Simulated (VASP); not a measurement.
# Ti8Al24O (a cell with a defect) in VASP: single point with PBE

Aim: the single point of Ti8Al24O (a cell with a defect) with PBE.

Everything below comes from runs of VASP 6.6.1. Logs are shortened: lines on timing, memory, paths and dates and some standing lists are left out, and cuts for length are marked.

## 1. The cell of the first run

The cell holds a defect, 33 atoms: a = 7.690 Å, b = 7.690 Å, c = 8.624 Å, α = 90.00°, β = 90.00°, γ = 90.00°.

## 2. Single point, PBE

Input file INCAR:

```
SYSTEM = Ti8Al24O
PREC = Accurate ; ENCUT = 520
EDIFF = 1E-7 ; ISMEAR = 1
SIGMA = 0.1 ; LREAL = Auto
LASPH = .True. ; NELM = 80
ALGO = Normal ; ISIF = 2
LWAVE = .False. ; LCHARG = .True.
GGA = PE ; LELF = .True.
LVHAR = .True. ; NBANDS = 109
```

Input file KPOINTS:

```
regular mesh
0
Gamma
  3 3 3
  0 0 0
```

Input file POSCAR:

```
Ti8Al24O
1.0
    7.6895028900      0.0000000000      0.0000000000
    0.0000000000      7.6895028900      0.0000000000
    0.0000000000      0.0000000000      8.6237151300
Ti Al O
8 24 1
Direct
   -0.0001812200     -0.0046429200     -0.0003649300
    0.2475068100      0.2500335300      0.5016246200
   -0.0001827800      0.5046696700     -0.0003662600
    0.2499226200      0.7500284500      0.4958134600
    0.4998028700      0.0169595300      0.0000573000
    0.7521111700      0.2500311500      0.5016158200
    0.4998071800      0.4830565100      0.0000320400
    0.7497063800      0.7500279400      0.4958034400
   -0.0001923400     -0.0002498800      0.4983540500
    0.2426909900      0.2500140600     -0.0008468700
   -0.0001905500      0.2500271700      0.2524015200
    0.2501047300      0.0002817300      0.7485387300
   -0.0001918900      0.2500153400      0.7485625900
    0.2460392500      0.0049058900      0.2534561100
   -0.0001925600      0.5003048000      0.4983606800
    0.2528161700      0.7500077200     -0.0149052600
   -0.0001679000      0.7500082600      0.2470945300
    0.2501032000      0.4997708200      0.7485338700
   -0.0002009800      0.7500121200      0.7422416000
    0.2460383700      0.4951608600      0.2534349000
    0.4998138400      0.0052796800      0.4994708000
    0.7569277300      0.2500135800     -0.0008489600
    0.4998100600      0.2500382600      0.2515942600
    0.7495138400      0.0002995000      0.7485215400
    0.4998057500      0.2499976600      0.7485179200
    0.7535712200      0.0049109300      0.2534485700
    0.4998126200      0.4947853000      0.4994466300
    0.7468556700      0.7500090100     -0.0149265500
    0.4998044100      0.7500484200      0.2784457400
    0.7495144100      0.4997478400      0.7485117400
    0.4998301600      0.7500385000      0.7331623500
    0.7535746600      0.4951560600      0.2534316300
    0.4998988000      0.7500034600      0.0644273800
```

Potentials or basis: VASP PAW PBE potentials, release 64 (Ti_sv, Al, O).

Started as:

```console
$ cat potpaw_PBE.64/Ti_sv/POTCAR potpaw_PBE.64/Al/POTCAR potpaw_PBE.64/O/POTCAR > POTCAR
$ mpirun -np 1 vasp_std > vasp.out
```

OUTCAR:

```text
SYSTEM = Ti8Al24O
   PREC = Accurate
   ENCUT = 520
   EDIFF = 1E-7
   ISMEAR = 1
   LREAL = Auto
   LASPH = .True.
   NELM = 80
   ISIF = 2
   GGA = PE

 ion  position               nearest neighbor table
   1  1.000  0.995  1.000-  10 2.71  22 2.71  28 2.71  16 2.71  17 2.85  14 2.90  26 2.90  12 2.90
                            24 2.90  19 2.91  13 2.92  11 2.93
   2  0.248  0.250  0.502-  27 2.70  21 2.70  15 2.71   9 2.71  14 2.85  20 2.85  13 2.86  18 2.87
                            12 2.87  11 2.87  25 2.88  23 2.90
   3  1.000  0.505  1.000-  10 2.71  22 2.71  28 2.71  16 2.71  17 2.85  20 2.89  32 2.89  18 2.90
                            30 2.90  19 2.91  13 2.92  11 2.93
   4  0.250  0.750  0.496-  29 2.68   9 2.72  15 2.72  27 2.75  21 2.75  31 2.81  14 2.87  20 2.87
                            19 2.87  17 2.88  18 2.91  12 2.91
   5  0.500  0.017  0.000-  33 2.13  10 2.67  22 2.67  16 2.80  28 2.80  25 2.81  23 2.81  12 2.90
                            24 2.90  26 2.93  14 2.93  31 3.08
   6  0.752  0.250  0.502-  21 2.70  27 2.70  15 2.71   9 2.71  26 2.85  32 2.85  13 2.86  30 2.87
                            24 2.87  11 2.87  25 2.88  23 2.90
   7  0.500  0.483  0.000-  33 2.13  10 2.67  22 2.67  16 2.80  28 2.80  25 2.81  23 2.81  18 2.90
                            30 2.90  32 2.93  20 2.93  31 3.08
   8  0.750  0.750  0.496-  29 2.68   9 2.72  15 2.72  27 2.75  21 2.75  31 2.81  26 2.87  32 2.87
                            19 2.87  17 2.88  30 2.91  24 2.91
   9  1.000  1.000  0.498-   6 2.71   2 2.71   8 2.72   4 2.72  14 2.84  26 2.84  19 2.85  11 2.86
                            24 2.89  13 2.89  12 2.89  17 2.90
  10  0.243  0.250  0.999-   7 2.67   5 2.67   1 2.71   3 2.71  13 2.86  11 2.87  12 2.89  14 2.89
                            18 2.89  20 2.89  25 2.93  23 2.94
  11  1.000  0.250  0.252-  14 2.67  26 2.67  20 2.67  32 2.67   9 2.86  15 2.86   6 2.87   2 2.87
                            10 2.87  22 2.87   3 2.93   1 2.93
  12  0.250  0.000  0.749-  25 2.72  13 2.72  31 2.72  19 2.72  16 2.80   2 2.87  21 2.88   9 2.89
                            10 2.89   1 2.90   5 2.90   4 2.91
  13  1.000  0.250  0.749-  24 2.72  30 2.72  12 2.72  18 2.72  22 2.86  10 2.86   2 2.86   6 2.86
                             9 2.89  15 2.89   3 2.92   1 2.92
  14  0.246  0.005  0.253-  11 2.67  23 2.71  17 2.73  29 2.77   9 2.84   2 2.85   4 2.87  21 2.88
                            10 2.89   1 2.90   5 2.93  16 3.03
  15  1.000  0.500  0.498-   6 2.71   2 2.71   8 2.72   4 2.72  20 2.84  32 2.84  19 2.85  11 2.86
                            30 2.89  18 2.89  13 2.89  17 2.90
  16  0.253  0.750  0.985-  33 2.02   3 2.71   1 2.71   5 2.80   7 2.80  18 2.80  12 2.80  19 2.86
                            31 2.89  17 2.98  20 3.03  14 3.03  29 3.16
  17  1.000  0.750  0.247-  20 2.73  14 2.73  32 2.73  26 2.73   3 2.85   1 2.85   4 2.88   8 2.88
                            15 2.90   9 2.90  16 2.98  28 2.98
  18  0.250  0.500  0.749-  25 2.72  13 2.72  31 2.72  19 2.72  16 2.80   2 2.87  27 2.88  15 2.89
                            10 2.89   3 2.90   7 2.90   4 2.91
  19  1.000  0.750  0.742-  18 2.72  30 2.72  24 2.72  12 2.72  15 2.85   9 2.85  28 2.86  16 2.86
                             8 2.87   4 2.87   3 2.91   1 2.91
  20  0.246  0.495  0.253-  11 2.67  23 2.71  17 2.73  29 2.77  15 2.84   2 2.85   4 2.87  27 2.88
                            10 2.89   3 2.89   7 2.93  16 3.03
  21  0.500  0.005  0.499-   6 2.70   2 2.70  29 2.74   4 2.75   8 2.75  31 2.81  23 2.85  25 2.86
                            24 2.88  12 2.88  26 2.88  14 2.88
  22  0.757  0.250  0.999-   7 2.67   5 2.67   3 2.71   1 2.71  13 2.86  11 2.87  24 2.89  26 2.89
                            32 2.89  30 2.89  25 2.93  23 2.94
  23  0.500  0.250  0.252-  32 2.71  26 2.71  20 2.71  14 2.71   7 2.81   5 2.81  27 2.85  21 2.85
                             6 2.90   2 2.90  10 2.94  22 2.94
  24  0.750  0.000  0.749-  25 2.72  13 2.72  31 2.72  19 2.72  28 2.80   6 2.87  21 2.88   9 2.89
                            22 2.89   1 2.90   5 2.90   8 2.91
  25  0.500  0.250  0.749-  24 2.72  12 2.72  30 2.72  18 2.72   7 2.81   5 2.81  21 2.86  27 2.86
                             2 2.88   6 2.88  10 2.93  22 2.93
  26  0.754  0.005  0.253-  11 2.67  23 2.71  17 2.73  29 2.77   9 2.84   6 2.85   8 2.87  21 2.88
                            22 2.89   1 2.90   5 2.93  28 3.03
  27  0.500  0.495  0.499-   6 2.70   2 2.70  29 2.74   4 2.75   8 2.75  31 2.81  23 2.85  25 2.86
                            30 2.88  18 2.88  32 2.88  20 2.88
  28  0.747  0.750  0.985-  33 2.02   3 2.71   1 2.71   7 2.80   5 2.80  30 2.80  24 2.80  19 2.86
                            31 2.89  17 2.98  32 3.03  26 3.03  29 3.16
  29  0.500  0.750  0.278-  33 1.85   4 2.68   8 2.68  21 2.74  27 2.74  14 2.77  26 2.77  20 2.77
                            32 2.77  16 3.16  28 3.16
  30  0.750  0.500  0.749-  25 2.72  13 2.72  31 2.72  19 2.72  28 2.80   6 2.87  27 2.88  15 2.89
                            22 2.89   3 2.90   7 2.90   8 2.91
  31  0.500  0.750  0.733-  24 2.72  12 2.72  30 2.72  18 2.72   8 2.81   4 2.81  21 2.81  27 2.81
                            28 2.89  16 2.89   5 3.08   7 3.08
  32  0.754  0.495  0.253-  11 2.67  23 2.71  17 2.73  29 2.77  15 2.84   6 2.85   8 2.87  27 2.88
                            22 2.89   3 2.89   7 2.93  28 3.03
  33  0.500  0.750  0.064-  29 1.85  28 2.02  16 2.02   7 2.13   5 2.13

  LATTYP: Found a simple tetragonal cell.
 ALAT       =     7.6895028900
[... 157 lines left out ...]
 -0.333333  0.333333  0.000000      2.000000
  0.000000  0.000000  0.333333      2.000000
  0.333333  0.000000  0.333333      2.000000
  0.000000  0.333333  0.333333      2.000000
 -0.333333  0.000000  0.333333      2.000000
  0.000000 -0.333333  0.333333      2.000000
  0.333333  0.333333  0.333333      2.000000
 -0.333333  0.333333  0.333333      2.000000
 -0.333333 -0.333333  0.333333      2.000000
  0.333333 -0.333333  0.333333      2.000000
   k-points           NKPTS =     14   k-points in BZ     NKDIM =     14   number of bands    NBANDS=    109
   number of dos      NEDOS =    301   number of ions     NIONS =     33
   total plane-waves  NPLWV = 230400
   dimension x,y,z NGX =    60 NGY =   60 NGZ =   64
   dimension x,y,z NGXF=   120 NGYF=  120 NGZF=  128
   ions per type =               8  24   1
   NGX,Y,Z   is equivalent  to a cutoff of  12.97, 12.97, 12.34 a.u.
   NGXF,Y,Z  is equivalent  to a cutoff of  25.94, 25.94, 24.68 a.u.
 SYSTEM =  Ti8Al24O
   PREC   = accura    normal or accurate (medium, high low for compatibility)
   ISTART =      0    job   : 0-new  1-cont  2-samecut
   ICHARG =      2    charge: 1-file 2-atom 10-const
   ISPIN  =      1    spin polarized calculation?
   LNONCOLLINEAR =      F non collinear calculations
   LSORBIT =      F    spin-orbit coupling
   LASPH  =      T    aspherical Exc in radial PAW
   ENCUT  =  520.0 eV  38.22 Ry    6.18 a.u.  14.30 14.30 16.03*2*pi/ulx,y,z
   NELM   =     80;   NELMIN=  2; NELMDL= -5     # of ELM steps
   EDIFF  = 0.1E-06   stopping-criterion for ELM
   LREAL  =      T    real-space projection
   EDIFFG = 0.1E-05   stopping-criterion for IOM
   NSW    =      0    number of steps for IOM
   IBRION =     -1    ionic relax: 0-MD 1-quasi-New 2-CG
   NFREE  =      0    steps in history (QN), initial steepest desc. (CG)
   ISIF   =      2    stress and relaxation
   ISYM   =      2    0-nonsym 1-usesym 2-fastsym
   POTIM  = 0.5000    time-step for ionic-motion
   TEBEG  =    0.0;   TEEND  =   0.0 temperature during run
   PSTRESS=    0.0 pullay stress
   NELECT =     174.0000    total number of electrons
   NUPDOWN=      -1.0000    fix difference up-down
   EMIN   =  10.00;   EMAX   =-10.00  energy-range for DOS
   EFERMI =   0.00;   METHOD = LEGACY
   ISMEAR =     1;   SIGMA  =   0.10  broadening in eV -4-tet -1-fermi 0-gaus
   EFERMI_NEDOS =   21; number of points for ismear=-14 and -15
   IALGO  =     38    algorithm
   IMIX   =      4    mixing-type and parameters
     AMIX     =   0.40;   BMIX     =  1.00
     AMIX_MAG =   1.60;   BMIX_MAG =  1.00
  volume/ion in A,a.u.               =      15.45       104.27
  Fermi-wavevector in a.u.,A,eV,Ry     =   1.144004  2.161854 17.806564  1.308746
  Thomas-Fermi vector in A             =   2.280698
   LORBIT       =      0    0 simple, 1 ext, 2 COOP (PROOUT), +10 PAW based schemes
   GGA     = PE    functional components
   LHFCALC =     F    Hartree Fock is set to
   AEXX    =    0.0000 exact exchange contribution
   IVDW    =     0    specifies the selected vdW correction
   LEPSILON=     F    determine dielectric tensor
   LRPA    =     F    only Hartree local field effects (RPA)
 non-spin polarized calculation
 Methfessel and Paxton  Order N= 1 SIGMA  =   0.10
  energy-cutoff  :      520.00
  volume of cell :      509.91
 maximum number of plane-waves:     13746
 NGX is ok and might be reduce to    60
   NGX = 29   NGY = 29   NGZ = 33

 number of electron     174.0000032 magnetization

 Free energy of the ion-electron system (eV)
  ---------------------------------------------------
  ext. energy  EPLUGINS =         0.00000000
  ---------------------------------------------------
  free energy    TOTEN  =      -172.39419744 eV

  energy without entropy =     -172.39268266  energy(sigma->0) =     -172.39369251

 E-fermi :   8.4142     XC(G=0): -10.7849

 val. band max:        8.4030948833   @ k =   0.0000   0.0000   0.3333
 cond. band min:       8.4205978628   @ k =   0.3333   0.3333   0.0000
 fundamental gap:      0.0175029795
 Fermi energy:         8.4141751644

 k-point     1 :       0.0000    0.0000    0.0000
  band No.  band energies     occupation
      1     -48.3828      2.00000
      2     -48.3808      2.00000
      3     -48.1811      2.00000
      4     -48.1799      2.00000
      5     -48.0975      2.00000
      6     -48.0964      2.00000
[... 1417 lines left out ...]
     98       9.8555     -0.00000
     99       9.8961     -0.00000
 [bands above 99 left out]

------------------------ aborting loop because EDIFF is reached ----------------------------------------

  FORCE on cell =-STRESS in cart. coord.  units (eV):
  Direction    XX          YY          ZZ          XY          YZ          ZX
  --------------------------------------------------------------------------------------
  -------------------------------------------------------------------------------------
  Total        3.1080535      6.5443227      6.3174142     -0.0003867     -0.0010388      0.0175791
  in kB        9.7658070     20.5628997     19.8499312     -0.0012151     -0.0032639      0.0552352
  external PRESSURE =      16.7262126 kB  Pullay stress =       0.0000000 kB

 VOLUME and BASIS-vectors are now :
 -----------------------------------------------------------------------------
  energy-cutoff  :      520.00
  volume of cell :      509.91
      direct lattice vectors                 reciprocal lattice vectors
     7.689502890  0.000000000  0.000000000     0.130047418  0.000000000  0.000000000
     0.000000000  7.689502890  0.000000000     0.000000000  0.130047418  0.000000000
     0.000000000  0.000000000  8.623715130     0.000000000  0.000000000  0.115959303

 POSITION                                       TOTAL-FORCE (eV/Angst)
 -----------------------------------------------------------------------------------
      7.68811      7.65380      8.62057        -0.000832     -0.017303     -0.027484
      1.90320      1.92263      4.32587         0.007921     -0.001670     -0.006056
      7.68810      3.88066      8.62056        -0.000745      0.017127     -0.027621
      1.92178      5.76735      4.27575        -0.028933     -0.001212     -0.034539
      3.84324      0.13041      0.00049         0.003244     -0.035664     -0.038972
      5.78336      1.92262      4.32579        -0.010599     -0.000515     -0.004871
[... 25 lines left out ...]
      5.79461      3.80750      2.18552        -0.013876      0.021243      0.004585
      3.84397      5.76715      0.55560        -0.000642      0.000293      0.097333
 -----------------------------------------------------------------------------------
    total drift:                               -0.004312     -0.004286      0.004894

  FREE ENERGIE OF THE ION-ELECTRON SYSTEM (eV)
  ---------------------------------------------------
  free  energy   TOTEN  =      -172.3941974375 eV

  energy  without entropy=     -172.3926826633  energy(sigma->0) =     -172.39369251
```

Run time: 26 min. Hardware: 1 thread of Intel Xeon Platinum 8488C (Sapphire Rapids), shared host; peak memory 0.8 GiB.

Results:

```
Free energy            : -172.3942 eV
Pressure               : 1.7 GPa
Largest force          : 0.097 eV/Å
Band gap on the k mesh : zero (bands 87 and 88 overlap by 0.35 eV)
```

Forces in eV/Å, atoms in the order of the input:
```
Ti  -0.001 -0.017 -0.027
Ti   0.008 -0.002 -0.006
Ti  -0.001  0.017 -0.028
Ti  -0.029 -0.001 -0.035
Ti   0.003 -0.036 -0.039
Ti  -0.011 -0.001 -0.005
Ti   0.004  0.037 -0.037
Ti   0.031  0.001 -0.035
Al   0.000 -0.024  0.001
Al  -0.001  0.000  0.015
Al   0.000  0.000 -0.005
Al   0.011 -0.019  0.009
Al   0.000  0.000  0.068
Al   0.015 -0.022  0.003
Al   0.000  0.025  0.000
Al  -0.014  0.000  0.009
Al  -0.001  0.001  0.027
Al   0.013  0.018  0.009
Al  -0.002  0.001  0.025
Al   0.015  0.022  0.004
Al  -0.002  0.000 -0.008
Al   0.001  0.000  0.015
Al   0.000 -0.001 -0.043
Al  -0.011 -0.020  0.009
Al  -0.001  0.002  0.006
Al  -0.014 -0.022  0.004
Al  -0.002  0.000 -0.007
Al   0.014  0.000  0.010
Al   0.001  0.000 -0.033
Al  -0.012  0.019  0.010
Al  -0.002 -0.001 -0.019
Al  -0.014  0.021  0.005
O   -0.001  0.000  0.097
```

Levels at points of the mesh, in eV from the Fermi level:
```
           k point  band 83  band 84  band 85  band 86  band 87  band 88  band 89  band 90  band 91  band 92
(0.00, 0.00, 0.00)    -0.43    -0.22    -0.19     0.11     0.11     0.16     0.21     0.60     0.61     0.66
```
